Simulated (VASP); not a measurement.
Set up this calculation in VASP 6.6.1, as the native input.

| Quantity | Value |
| --- | --- |
| Task | single point |
| Functional | PBEsol |
| Potentials or basis | VASP PAW PBE potentials, release 64 (Ta_pv) |
| Cutoff | 520 eV |
| k mesh | 20 × 20 × 20 |
| Occupations | gaussian, width 0.15 eV |
| Spin | no spin polarisation |
| Dipole correction | no |
| Further INCAR settings | ALGO = Fast; EDIFF = 1e-06; NBANDS = 12 |

The structure of Ta lies in POSCAR:

```
Ta
1.0
   -1.6017416000      1.6017416000      1.6265108000
    1.6017416000     -1.6017416000      1.6265108000
    1.6017416000      1.6017416000     -1.6265108000
Ta
1
Direct
    0.0000000000      0.0000000000      0.0000000000
```

This cell differs from its parent crystal: strain -0.030 along x and y, -0.015 along z.

The input as run:

INCAR

```
ALGO     = Fast           # electronic algorithm
EDIFF    = 1E-6           # SCF threshold, eV
ENCUT    = 520            # plane-wave cutoff, eV
GGA      = PS             # functional
ISIF     = 2              # what is computed and relaxed
ISMEAR   = 0              # smearing method
LASPH    = True           # aspherical terms in the spheres
LCHARG   = False          # write CHGCAR
LREAL    = False          # projectors in reciprocal space
LWAVE    = False          # write WAVECAR
NBANDS   = 12             # bands
NELM     = 80             # most SCF steps
PREC     = Accurate       # precision mode
SIGMA    = 0.15           # smearing width, eV
```

KPOINTS

```
k-points
0
Gamma
  20 20 20
```

Potentials or basis: VASP PAW PBE potentials, release 64 (Ta_pv).

Command:

```console
$ cat potpaw_PBE.64/Ta_pv/POTCAR > POTCAR
$ mpirun -np 1 vasp_std > vasp.out
```

It gave:

```yaml
Pressure: 13.7 GPa
Band_gap_on_the_k_mesh: zero (an odd number of electrons rules out a gap without spin polarisation)
```

Caveat: the cell differs from its parent crystal (strain -0.030 along x and y, -0.015 along z); the cell stands under pressure; the PAW data sets were made with another functional, which shifts forces and pressure a little; spin-orbit coupling is left out, which moves the levels of the heavy elements.

It took 2.3 min on 1 thread of Intel Xeon 8259CL, on a shared host, peak memory 0.25 GiB.
